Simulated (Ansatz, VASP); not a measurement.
One calculation of InSb, two programs

Contents of POSCAR:

```
InSb
1.0
    0.0000000000      2.7383266383      3.8719938666
    2.7383266383      0.0000000000      3.8719938666
    2.7383266383      2.7383266383      0.0000000000
In Sb
1 1
Direct
    0.0000000000      0.0000000000      0.0000000000
    0.5000000000      0.5000000000      0.5000000000
```

File INCAR.step1:

```
ALGO = Normal
EDIFF = 1E-4
ENCUT = 520
GGA = PE
ISMEAR = 0
LASPH = T
LCHARG = F
LREAL = F
LWAVE = T
NBANDS = 16
NELM = 60
PREC = Accurate
SIGMA = 0.15
```

The input INCAR.step2:

```
ALGO = Normal
EDIFF = 1E-6
ENCUT = 520
ISIF = 2
ISMEAR = 0
ISTART = 1
LASPH = T
LCHARG = F
LMIXTAU = T
LREAL = F
LWAVE = F
METAGGA = R2SCAN
NBANDS = 16
NELM = 60
PREC = Accurate
SIGMA = 0.15
```

KPOINTS

```
k-points
0
Gamma
  6 6 6
```

Input for Ansatz:

```yaml
crystal:
  lattice:
    - [0.0, 2.7383266383, 3.8719938666]
    - [2.7383266383, 0.0, 3.8719938666]
    - [2.7383266383, 2.7383266383, 0.0]
  atoms:
    - { symbol: In, position: [0.0, 0.0, 0.0] }
    - { symbol: Sb, position: [0.5, 0.5, 0.5] }
basis:
  ecutwfc: 500
kpoints:
  mp_grid: { grid: [6, 6, 6] }
hamiltonian:
  xc: r2scan
scf:
  occupations: { method: gaussian, width: 0.15 }
output:
  forces: true
  stress: true
  eigenvalues: true
```

Alike in both runs: task single point; functional r2SCAN; k mesh 6 × 6 × 6; occupations gaussian, width 0.15 eV; no spin polarisation.

|  | VASP | Ansatz |
| --- | --- | --- |
| version | VASP 6.6.1 | Ansatz 0.2.0 |
| potentials or method | VASP PAW PBE potentials, release 64 (In_d, Sb), cutoff 520 eV | scalar-relativistic, plane waves, PAW |
| valence electrons in the cell | 18 | 28 |

|  | VASP | Ansatz | Ansatz less VASP |
| --- | --- | --- | --- |
| gap on the k mesh at the Fermi level (eV) | none | none | - |
| pressure (GPa) | 9.9 | 9.8 | -0.09 |
| traceless stress, the component that is largest in VASP (GPa) | -13.58 | -13.46 | +0.117 |

VASP's potentials were made for PBE, not for r2SCAN. A gap of «none» marks a metal or a gap that the smearing closes. The functional is the same, so the differences come from potentials, cutoffs and numerics. VASP's potentials hold 18 valence electrons a cell and Ansatz's 28, so a difference there can come from the potentials and not from the codes.

Neither program's run includes spin-orbit coupling.
